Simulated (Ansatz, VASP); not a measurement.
## Rb in VASP and in Ansatz

```xyz
1
Lattice="4.6902 -0.0384 0.0000 -1.9177 4.2804 0.0000 -1.3862 -2.1210 3.9470" Properties=species:S:1:pos:R:3 pbc="T T T"
Rb    0.0000    0.0000    0.0000
```

Alike in both runs: functional PBEsol; dispersion D3(BJ); k mesh 5 × 5 × 5; no spin polarisation.

Ansatz relaxed the structure, and its values are those at the end. VASP's run is a single point on that final structure, the one shown.

|  | VASP | Ansatz |
| --- | --- | --- |
| version | VASP 6.6.1 | Ansatz 0.2.0 |
| potentials or method | VASP PAW PBE potentials, release 64 (Rb_sv), cutoff 520 eV | plane waves, PAW |
| occupations | gaussian, width 0.1 eV | gaussian |
| valence electrons in the cell | 9 | 9 |

```csv
,VASP,Ansatz,Ansatz less VASP
pressure (GPa),0.0,0.0,0.00
```

VASP's potentials were made for PBE, not for PBEsol. Ansatz's warnings: stress scf threshold loose.
